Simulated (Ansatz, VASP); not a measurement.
**Two plane-wave programs on C**

The input POSCAR:

```
C
1.0
    0.0000000000      1.7833700000      1.7655363000
    1.7833700000      0.0000000000      1.7655363000
    1.7833700000      1.7833700000      0.0000000000
C
2
Direct
    0.0000000000      0.0000000000      0.0000000000
    0.2500000000      0.2500000000      0.2500000000
```

File INCAR.step1:

```
SYSTEM = C
PREC = Accurate ; ENCUT = 660
ISMEAR = -1 ; SIGMA = 0.02
LREAL = .FALSE. ; LASPH = .TRUE.
NELM = 120 ; NBANDS = 11
GGA = PE ; ALGO = Normal
EDIFF = 1E-5 ; LWAVE = .TRUE.
LCHARG = .FALSE. ; GGA_COMPAT = .FALSE.
```

INCAR.step2

```
SYSTEM = C
PREC = Accurate ; ENCUT = 660
EDIFF = 1E-6 ; ISMEAR = -1
SIGMA = 0.02 ; LREAL = .FALSE.
LASPH = .TRUE. ; NELM = 120
ALGO = Normal ; ISIF = 2
LWAVE = .FALSE. ; LCHARG = .FALSE.
METAGGA = R2SCAN ; LMIXTAU = .TRUE.
NBANDS = 11 ; ISTART = 1
GGA_COMPAT = .FALSE.
```

Contents of KPOINTS:

```
regular mesh
0
G
  9 9 9
  0 0 0
```

Input for Ansatz:

```yaml
crystal:
  lattice:
    - [0.0, 1.78337, 1.7655363]
    - [1.78337, 0.0, 1.7655363]
    - [1.78337, 1.78337, 0.0]
  atoms:
    - { symbol: C, position: [0.0, 0.0, 0.0] }
    - { symbol: C, position: [0.25, 0.25, 0.25] }
kpoints:
  mp_grid:
    grid: [9, 9, 9]
hamiltonian:
  xc: r2scan
  pseudopotentials:
    kind: nc
scf:
  algorithm: direct_min
  n_extra_bands: 16
  occupations:
    method: fermi_dirac
    width: 0.02
output:
  stress: true
```

Alike in both runs: task single point; functional r2SCAN; k mesh 9 × 9 × 9; occupations fermi-dirac, width 0.02 eV; no spin polarisation.

```csv
,VASP,Ansatz
version,VASP 6.6.1,Ansatz 0.2.0
potentials or method,"VASP PAW PBE potentials, release 64 (C)","plane waves, norm-conserving potentials"
plane-wave cutoff (eV),660,1200
valence electrons in the cell,8,8
```

|  | VASP | Ansatz | Ansatz less VASP |
| --- | --- | --- | --- |
| gap on the k mesh at the Fermi level (eV) | 4.10 | 4.14 | +0.038 |
| pressure (GPa) | 2.2 | 2.0 | -0.28 |
| traceless stress, the component that is largest in VASP (GPa) | 6.60 | 6.62 | +0.018 |

VASP's potentials were made for PBE, not for r2SCAN.
